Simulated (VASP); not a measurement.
Wanted: the native input for a VASP 6.6.1 run.

```yaml
Task: single point
Functional: PBE
Dispersion: D3(BJ)
Potentials_or_basis: VASP PAW PBE potentials, release 64 (Al)
Cutoff: 520 eV
k_mesh: 18 × 18 × 6
Occupations: gaussian, width 0.15 eV
Spin: no spin polarisation
Dipole_correction: no
Further_INCAR_settings: ALGO = Normal; EDIFF = 1e-06; NBANDS = 14
```

The structure of Al lies in POSCAR:

```
Al
1.0
    2.7401493873      0.0000000000      0.0000000000
   -1.3700746937      2.3730389796      0.0000000000
    0.0000000000      0.0000000000      9.4400886542
Al
4
Direct
    0.0000000000      0.0000000000      0.0000000000
    0.3333333333      0.6666666667      0.2500000000
    0.0000000000      0.0000000000      0.5000000000
    0.6666666667      0.3333333333      0.7500000000
```

This cell differs from its parent crystal: volume 15.346 Å^3 an atom, c/a of the conventional cell 3.4451.

The input as run:

INCAR

```
ALGO     = Normal         # electronic algorithm
EDIFF    = 1E-6           # SCF threshold, eV
ENCUT    = 520            # plane-wave cutoff, eV
GGA      = PE             # functional
ISIF     = 2              # what is computed and relaxed
ISMEAR   = 0              # smearing method
IVDW     = 12             # dispersion correction
LASPH    = True           # aspherical terms in the spheres
LCHARG   = False          # write CHGCAR
LREAL    = False          # projectors in reciprocal space
LWAVE    = False          # write WAVECAR
NBANDS   = 14             # bands
NELM     = 60             # most SCF steps
PREC     = Accurate       # precision mode
SIGMA    = 0.15           # smearing width, eV
```

KPOINTS

```
k-points
0
Gamma
  18 18 6
```

Potentials or basis: VASP PAW PBE potentials, release 64 (Al).

Launch:

```sh
$ cat potpaw_PBE.64/Al/POTCAR > POTCAR
$ mpirun -np 1 vasp_std > vasp.out
```

It gave:

The pressure is 3.3 GPa, the band gap on the k mesh is zero (band 6 reaches 12.09 eV, above the bottom of band 7 at 7.34 eV) and the dispersion energy per atom is -0.363 eV.

Caveat: pairwise dispersion overbinds metals, which lowers pressure and volume.

It took 34 s on 1 thread of Intel(R) Xeon(R) 6975P-C (Granite Rapids), with other jobs on the host, peak memory 0.23 GiB.
